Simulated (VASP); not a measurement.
Set up this calculation in VASP 6.6.1, as the native input.

* Task: single point
* Functional: r2SCAN
* Potentials or basis: VASP PAW PBE potentials, release 64 (Cu)
* Cutoff: 520 eV
* k mesh: 24 × 24 × 14
* Occupations: gaussian, width 0.15 eV
* Spin: no spin polarisation
* Dipole correction: no
* Further INCAR settings: ALGO = Normal; EDIFF = 1e-06; NBANDS = 18

Cu:

```
CELL_PARAMETERS angstrom
2.72977 0.00000 0.00000
-1.36489 2.36405 0.00000
0.00000 0.00000 3.54411
ATOMIC_POSITIONS crystal
Cu 0.33333 0.66667 0.25000
Cu 0.66667 0.33333 0.75000
```

This cell differs from its parent crystal: ratio of the length along z to the lengths across it x 0.8, volume and fractional coordinates fixed.

These files were run (other wordings do the same):

POSCAR

```
Cu
1.0
    2.7297728867      0.0000000000      0.0000000000
   -1.3648864433      2.3640526664      0.0000000000
    0.0000000000      0.0000000000      3.5441062510
Cu
2
Direct
    0.3333333333      0.6666666667      0.2500000000
    0.6666666667      0.3333333333      0.7500000000
```

INCAR.step1

```
SYSTEM = Cu
PREC = Accurate
ENCUT = 520
ISMEAR = 0
SIGMA = 0.15
LREAL = .FALSE.
LASPH = .TRUE.
NELM = 60
NBANDS = 18
GGA = PE
ALGO = Normal
EDIFF = 1E-4
LWAVE = .TRUE.
LCHARG = .FALSE.
```

INCAR.step2

```
SYSTEM = Cu
PREC = Accurate
ENCUT = 520
EDIFF = 1E-6
ISMEAR = 0
SIGMA = 0.15
LREAL = .FALSE.
LASPH = .TRUE.
NELM = 60
ALGO = Normal
ISIF = 2
LWAVE = .FALSE.
LCHARG = .TRUE.
METAGGA = R2SCAN
LMIXTAU = .TRUE.
LELF = .TRUE.
LVHAR = .TRUE.
NBANDS = 18
ISTART = 1
```

KPOINTS

```
Automatic mesh
0
G
  24 24 14
  0 0 0
```

Potentials or basis: VASP PAW PBE potentials, release 64 (Cu).

Command:

```sh
$ cat potpaw_PBE.64/Cu/POTCAR > POTCAR
$ cp INCAR.step1 INCAR
$ mpirun -np 1 vasp_std > vasp.out
$ cp INCAR.step2 INCAR
$ mpirun -np 1 vasp_std > vasp.out
```

It gave:

| Item | Value |
| --- | --- |
| Pressure | 8.8 GPa |
| Band gap on the k mesh | zero (band 11 reaches 11.07 eV, above the bottom of band 12 at 5.90 eV) |

Caveat: the PAW data sets were made with another functional, which shifts forces and pressure a little.

Run time: 19 min on 1 thread of AMD EPYC 7R13 (shared host), peak memory 0.24 GiB.
